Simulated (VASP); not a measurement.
# Al (P6_3/mmc) in VASP: a series of runs, part 2 of 2

VASP 6.6.1. The steps go on from the part before.

## (4) Single point, PBE+D3(BJ) (15.35 Å³/atom)

This run uses another cell than the first one, of 15.35 Å³/atom.

INCAR

```
PREC = Accurate
ENCUT = 520
EDIFF = 1E-7
ISMEAR = 0
SIGMA = 0.15
LREAL = False
LASPH = True
NELM = 60
ALGO = Normal
ISIF = 2
LWAVE = False
LCHARG = False
GGA = PE
IVDW = 12
NBANDS = 14
```

KPOINTS

```
Automatic mesh
0
Gamma
  18 18 6
```

POSCAR

```
Al
1.0
    2.7844373436      0.0000000000      0.0000000000
   -1.3922186718      2.4113934748      0.0000000000
    0.0000000000      0.0000000000      9.1421776063
Al
4
Direct
    0.0000000000      0.0000000000      0.0000000000
    0.3333333333      0.6666666667      0.2500000000
    0.0000000000      0.0000000000      0.5000000000
    0.6666666667      0.3333333333      0.7500000000
```

Potentials or basis: VASP PAW PBE potentials, release 64 (Al).

Launch:

```sh
> cat potpaw_PBE.64/Al/POTCAR > POTCAR
> mpirun -np 1 vasp_std > vasp.out
```

OUTCAR:

```text
PREC = Accurate
   ENCUT = 520
   EDIFF = 1E-7
   ISMEAR = 0
   LREAL = False
   LASPH = True
   NELM = 60
   ISIF = 2
   GGA = PE
   IVDW = 12
 IVDW          = 12

 ion  position               nearest neighbor table
   1  0.000  0.000  0.000-   2 2.79   4 2.79   2 2.79   4 2.79   4 2.79   2 2.79
   2  0.333  0.667  0.250-   1 2.79   3 2.79   1 2.79   3 2.79   1 2.79   3 2.79
   3  0.000  0.000  0.500-   2 2.79   4 2.79   2 2.79   4 2.79   4 2.79   2 2.79
   4  0.667  0.333  0.750-   1 2.79   3 2.79   1 2.79   3 2.79   1 2.79   3 2.79

  LATTYP: Found a hexagonal cell.
 ALAT       =     2.7844373436
 C/A-ratio  =     3.2833123817

  Lattice vectors:

 A1 = (   2.7844373436,   0.0000000000,   0.0000000000)
 A2 = (  -1.3922186718,   2.4113934748,   0.0000000000)
 A3 = (   0.0000000000,   0.0000000000,   9.1421776063)

Analysis of symmetry for initial positions (statically):
=====================================================================
 Subroutine PRICEL returns:
 Original cell was already a primitive cell.

 Routine SETGRP: Setting up the symmetry group for a
 hexagonal supercell.

 Subroutine GETGRP returns: Found 24 space group operations
 (whereof 12 operations were pure point group operations)
 out of a pool of 24 trial point group operations.

The static configuration has the point symmetry D_3d.
 The point group associated with its full space group is D_6h.

Analysis of symmetry for dynamics (positions and initial velocities):
=====================================================================
 Subroutine PRICEL returns:
 Original cell was already a primitive cell.

 Routine SETGRP: Setting up the symmetry group for a
 hexagonal supercell.

 Subroutine GETGRP returns: Found 24 space group operations
 (whereof 12 operations were pure point group operations)
 out of a pool of 24 trial point group operations.

The dynamic configuration has the point symmetry D_3d.
[... 134 lines left out ...]
   LRPA    =     F    only Hartree local field effects (RPA)
 non-spin polarized calculation
 Gauss-broadening in eV      SIGMA  =   0.15
  energy-cutoff  :      520.00
  volume of cell :       61.38
 maximum number of plane-waves:      1670
 NGX is ok and might be reduce to    24
   NGX = 11   NGY = 11   NGZ = 33

 number of electron      12.0000000 magnetization

 Free energy of the ion-electron system (eV)
  ---------------------------------------------------
  ext. energy  EPLUGINS =         0.00000000
  ---------------------------------------------------
  free energy    TOTEN  =       -14.84605394 eV

  energy without entropy =      -14.82862823  energy(sigma->0) =      -14.83734108

 E-fermi :   8.7651     XC(G=0): -10.4626

 val. band max:        8.7592934973   @ k =   0.3889   0.1667   0.1667
 cond. band min:       8.7709814626   @ k =   0.3889   0.1111   0.0000
 fundamental gap:      0.0116879653
 Fermi energy:         8.7650866543

 k-point     1 :       0.0000    0.0000    0.0000
  band No.  band energies     occupation
      1      -2.8687      2.00000
      2      -1.1124      2.00000
      3      -1.1067      2.00000
      4       3.8623      2.00000
      5       4.2291      2.00000
      6      12.2597      0.00000
      7      12.2726      0.00000
      8      20.1023      0.00000
      9      20.1023      0.00000
     10      20.1980      0.00000
     11      20.1980      0.00000
     12      21.1276      0.00000
     13      21.1331      0.00000
     14      21.2509      0.00000
[... 377 lines left out ...]
      1       2.2874      2.00000
      2       3.9457      2.00000
      3       3.9538      2.00000
      4       4.9553      2.00000
      5       6.6869      2.00000
      6       6.6990      2.00000
      7       8.7710      0.95568
      8       9.3225      0.00000
      9      11.1790      0.00000
     10      11.3725      0.00000
     11      12.6181      0.00000
     12      13.2881      0.00000
     13      13.6388      0.00000
     14      17.0957      0.00000

 [... further k-points ...]

------------------------ aborting loop because EDIFF is reached ----------------------------------------

 Edisp (eV)   -1.45064

 E8    (eV) :    -0.6494

  FORCE on cell =-STRESS in cart. coord.  units (eV):
  Direction    XX          YY          ZZ          XY          YZ          ZX
  --------------------------------------------------------------------------------------
  -------------------------------------------------------------------------------------
  Total       1.13732     1.13732     1.11819     0.00000    -0.00000    -0.00000
  in kB      29.68509    29.68509    29.18582     0.00000    -0.00000    -0.00000
  external pressure =       29.52 kB  Pullay stress =        0.00 kB

 VOLUME and BASIS-vectors are now :
 -----------------------------------------------------------------------------
  energy-cutoff  :      520.00
  volume of cell :       61.38
      direct lattice vectors                 reciprocal lattice vectors
     2.784437344  0.000000000  0.000000000     0.359138985  0.207348989  0.000000000
    -1.392218672  2.411393475  0.000000000     0.000000000  0.414697979  0.000000000
     0.000000000  0.000000000  9.142177606     0.000000000  0.000000000  0.109383130

 POSITION                                       TOTAL-FORCE (eV/Angst)
 -----------------------------------------------------------------------------------
      0.00000      0.00000      0.00000         0.000000      0.000000     -0.000000
     -0.00000      1.60760      2.28554         0.000000     -0.000000      0.000000
      0.00000      0.00000      4.57109        -0.000000      0.000000     -0.000000
      1.39222      0.80380      6.85663        -0.000000      0.000000      0.000000
 -----------------------------------------------------------------------------------
    total drift:                               -0.000000      0.000000      0.000000

  FREE ENERGIE OF THE ION-ELECTRON SYSTEM (eV)
  ---------------------------------------------------
  free  energy   TOTEN  =       -16.2966955421 eV

  energy  without entropy=      -16.2792698317  energy(sigma->0) =      -16.28798269
```

Wall time 53 s (1 thread of AMD EPYC 9R45 (Zen 5), shared host); peak memory 0.21 GiB.

What came out:

| Property | Result |
| --- | --- |
| Free energy | -16.2967 eV |
| Pressure | 3.0 GPa |
| Band gap on the k mesh | zero (bands 6 and 7 overlap by 5.58 eV) |
| Dispersion energy per atom | -0.363 eV |

## (5) Overview

```tsv
cell	gap on the mesh (eV)	pressure (GPa)
a = 2.920, b = 2.920, c = 9.137 Å, angles 90.0, 90.0, 120.0°, 4 atoms	none	-4.5
a = 2.755, b = 2.755, c = 9.340 Å, angles 90.0, 90.0, 120.0°, 4 atoms	none	3.1
a = 2.784, b = 2.784, c = 9.142 Å, angles 90.0, 90.0, 120.0°, 4 atoms	none	3.0
```

Alike in all rows: task single point; level PBE+D3(BJ); potentials or basis VASP PAW PBE potentials, release 64 (Al); no spin polarisation; k mesh 18 × 18 × 6; cutoff (eV) 520; smearing gaussian 0.15 eV.

Caveats: the cell stands under tension (at least some runs); the cell stands under pressure (at least some runs).

Total energies depend on the potentials used, so only differences within one code and one set of settings carry meaning.
